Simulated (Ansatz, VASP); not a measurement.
Mo: VASP beside Ansatz

INCAR

```
PREC = Accurate ; ENCUT = 520
EDIFF = 1E-6 ; ISMEAR = 0
SIGMA = 0.15 ; LREAL = False
LASPH = True ; NELM = 80
ALGO = Fast ; ISIF = 2
LWAVE = False ; LCHARG = False
GGA = PE ; NBANDS = 13
```

Contents of KPOINTS:

```
Automatic mesh
0
Gamma
  24 24 24
```

POSCAR

```
Mo
1.0
   -1.7634766507      1.7634766507      1.2467779921
    1.7634766507     -1.7634766507      1.2467779921
    1.7634766507      1.7634766507     -1.2467779921
Mo
1
Direct
    0.0000000000      0.0000000000      0.0000000000
```

Input for Ansatz:

```yaml
crystal:
  lattice:
    - [-1.7634766507, 1.7634766507, 1.2467779921]
    - [1.7634766507, -1.7634766507, 1.2467779921]
    - [1.7634766507, 1.7634766507, -1.2467779921]
  atoms:
    - { symbol: Mo, position: [0.0, 0.0, 0.0] }
basis:
  ecutwfc: 420
kpoints:
  mp_grid: { grid: [24, 24, 24] }
hamiltonian:
  xc: pbe
scf:
  occupations: { method: gaussian, width: 0.15 }
output:
  forces: true
  stress: true
  eigenvalues: true
```

Alike in both runs: task single point; functional PBE; k mesh 24 × 24 × 24; occupations gaussian, width 0.15 eV; no spin polarisation.

```csv
,VASP,Ansatz
version,VASP 6.6.1,Ansatz 0.2.0
potentials or method,"VASP PAW PBE potentials, release 64 (Mo_sv), cutoff 520 eV","scalar-relativistic, plane waves, PAW"
valence electrons in the cell,14,14
```

Ansatz gave:

| Property | Result |
| --- | --- |
| gap on the k mesh at the Fermi level (eV) | none |
| pressure (GPa) | 18.1 |
| traceless stress, the component that is largest in VASP (GPa) | 26.22 |

Estimate VASP's values.

gap on the k mesh at the Fermi level (eV): none; pressure (GPa): 18.7; traceless stress, the component that is largest in VASP (GPa): 26.49.

A gap of «none» marks a metal or a gap that the smearing closes.
